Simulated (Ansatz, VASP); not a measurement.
**CuOs2 in VASP and in Ansatz**

```xyz
6
Lattice="3.7281 0.0000 0.0000 0.0000 3.7281 0.0000 0.0000 0.0000 6.2538" Properties=species:S:1:pos:R:3 pbc="T T T"
Cu    0.0000    1.8640    4.3211
Cu    1.8640    0.0000    1.9327
Os    0.0000    0.0000    0.0000
Os    1.8640    1.8640    0.0000
Os    0.0000    1.8640    1.8630
Os    1.8640    0.0000    4.3908
```

Alike in both runs: functional PBE; k mesh 6 × 6 × 4; occupations gaussian, width 0.1 eV; no spin polarisation.

Ansatz relaxed the structure, and its values are those at the end. VASP's run is a single point on that final structure, the one shown.

```csv
,VASP,Ansatz
version,VASP 6.6.1,Ansatz 0.2.0
potentials or method,"VASP PAW PBE potentials, release 64 (Cu, Os), cutoff 600 eV","scalar-relativistic, plane waves, PAW"
valence electrons in the cell,54,102
```

Ansatz gave:

| Quantity | Value |
| --- | --- |
| gap on the k mesh at the Fermi level (eV) | none |
| pressure (GPa) | 0.0 |
| rms of the force components (eV/Å) | 0.001 |

Q: What did VASP give for the same quantities?

A: gap on the k mesh at the Fermi level (eV): none; pressure (GPa): 0.5; rms of the force components (eV/Å): 0.014.

A gap of «none» marks a metal or a gap that the smearing closes. VASP's potentials hold 54 valence electrons a cell and Ansatz's 102, so a difference there can come from the potentials and not from the codes.

Spin-orbit coupling is off throughout.
